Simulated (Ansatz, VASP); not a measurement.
## One calculation of HfC, two programs

Contents of INCAR:

```
PREC = Accurate
ENCUT = 520
EDIFF = 1E-8
ISMEAR = -1
SIGMA = 0.05
LREAL = F
LASPH = T
NELM = 80
ALGO = Normal
ISIF = 2
LWAVE = F
LCHARG = F
GGA = PE
LEFG = T
NBANDS = 14
```

The input KPOINTS:

```
regular mesh
0
Gamma
  15 15 15
```

POSCAR

```
HfC
1.0
    0.0000000000      2.3947500000      2.3250000000
    2.3947500000      0.0000000000      2.3250000000
    2.3947500000      2.3947500000      0.0000000000
Hf C
1 1
Direct
    0.5000000000      0.5000000000      0.5000000000
    0.0000000000      0.0000000000      0.0000000000
```

Input for Ansatz:

```yaml
crystal:
  lattice:
    - [0.0, 2.39475, 2.325]
    - [2.39475, 0.0, 2.325]
    - [2.39475, 2.39475, 0.0]
  atoms:
    - { symbol: Hf, position: [0.5, 0.5, 0.5] }
    - { symbol: C, position: [0.0, 0.0, 0.0] }
kpoints:
  mp_grid: { grid: [15, 15, 15] }
scf:
  occupations: { method: fermi_dirac, width: 0.05 }
hamiltonian:
  xc: pbe
  pseudopotentials: { kind: all_electron, datasets: crystal }
output:
  forces: true
  stress: true
  eigenvalues: true
  efg: { contact_densities: true }
```

Change from the starting cell: equal xx and yy strain of +3 %, crystal datasets.

Alike in both runs: task electric field gradients; functional PBE; k mesh 15 × 15 × 15; occupations fermi-dirac, width 0.05 eV; no spin polarisation.

```csv
,VASP,Ansatz
version,VASP 6.6.1,Ansatz 0.2.0
potentials or method,"VASP PAW PBE potentials, release 64 (Hf_pv, C), cutoff 520 eV","all-electron PAW with datasets made for the crystal, scalar-relativistic"
```

VASP gave:

```
pressure (GPa)                                                : -12.6
traceless stress, the component that is largest in VASP (GPa) : 6.23
size of Vzz on the site where it differs most (V/Å²)          : 90.8
```

Question: What did Ansatz give for the same quantities?

Answer: Pressure (GPa): -11.7; traceless stress, the component that is largest in VASP (GPa): 6.18; size of Vzz on the site where it differs most (V/Å²): 108.4.

Ansatz ran all-electron here, and VASP with PAW potentials.

Neither program's run includes spin-orbit coupling.
